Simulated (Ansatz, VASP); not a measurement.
Two plane-wave programs on Pb

```xyz
1
Lattice="-1.9392 1.9392 1.9392 1.9392 -1.9392 1.9392 1.9392 1.9392 -1.9392" Properties=species:S:1:pos:R:3 pbc="T T T"
Pb    0.0000    0.0000    0.0000
```

Alike in both runs: task single point; functional LDA; k mesh 9 × 9 × 9; occupations fermi-dirac, width 0.05 eV; no spin polarisation.

```csv
,VASP,Ansatz
version,VASP 6.6.1,Ansatz 0.2.0
potentials or method,"VASP PAW LDA potentials, release 64 (Pb_d)",Ansatz PAW
plane-wave cutoff (eV),520,420
valence electrons in the cell,14,14
```

```csv
,VASP,Ansatz,Ansatz less VASP
gap on the k mesh at the Fermi level (eV),none,none,-
pressure (GPa),-0.8,-0.8,-0.06
```

LDA's correlation is that of Perdew and Zunger in VASP and of Perdew and Wang (1992) in Ansatz. A gap of «none» marks a metal or a gap that the smearing closes.

Neither program's run includes spin-orbit coupling.
